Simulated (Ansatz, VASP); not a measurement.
Two plane-wave programs on Y

INCAR

```
PREC = Accurate
ENCUT = 520
EDIFF = 1E-6
ISMEAR = -1
SIGMA = 0.1
LREAL = F
LASPH = T
NELM = 100
ALGO = Normal
ISIF = 2
LWAVE = F
LCHARG = F
GGA = B5
ALDAX = 1.0
AGGAX = 1.0
AGGAC = 1.0
ALDAC = 0.0
NBANDS = 18
```

Contents of KPOINTS:

```
regular mesh
0
Gamma
  16 16 9
```

Contents of POSCAR:

```
Y
1.0
    3.5315742583      0.0000000000      0.0000000000
   -1.7657871292      3.0584330231      0.0000000000
    0.0000000000      0.0000000000      5.5083921657
Y
2
Direct
    0.3333333333      0.6666666667      0.2500000000
    0.6666666667      0.3333333333      0.7500000000
```

Input for Ansatz:

```yaml
crystal:
  lattice:
    - [3.5315742583, 0.0, 0.0]
    - [-1.7657871292, 3.0584330231, 0.0]
    - [0.0, 0.0, 5.5083921657]
  atoms:
    - { symbol: "Y", position: [0.3333333333, 0.6666666667, 0.25] }
    - { symbol: "Y", position: [0.6666666667, 0.3333333333, 0.75] }
hamiltonian:
  xc: blyp
  pseudopotentials:
    kind: paw
    azcp:
      "Y": "pseudopotentials/Y.paw.azcp"
basis:
  ecutwfc: 420
  fft_grid_basis: typed
kpoints:
  mp_grid: { grid: [16, 16, 9], shift: [0, 0, 0] }
magnetization:
  spin_polarized: false
scf:
  occupations: { method: fermi_dirac, width: 0.1 }
output:
  stress: true
```

Alike in both runs: task single point; functional BLYP; k mesh 16 × 16 × 9; occupations fermi-dirac, width 0.1 eV; no spin polarisation.

```csv
,VASP,Ansatz
version,VASP 6.6.1,Ansatz 0.2.0
potentials or method,"VASP PAW PBE potentials, release 64 (Y_sv), cutoff 520 eV","plane waves (420 eV) with PAW, scalar-relativistic"
valence electrons in the cell,22,22
```

Ansatz gave:

```
pressure (GPa)                                                : 6.0
traceless stress, the component that is largest in VASP (GPa) : 0.19
```

Problem. What did VASP give for the same quantities?

Solution. Pressure (GPa): 5.9; traceless stress, the component that is largest in VASP (GPa): 0.21.

VASP's potentials were made for PBE, not for BLYP.
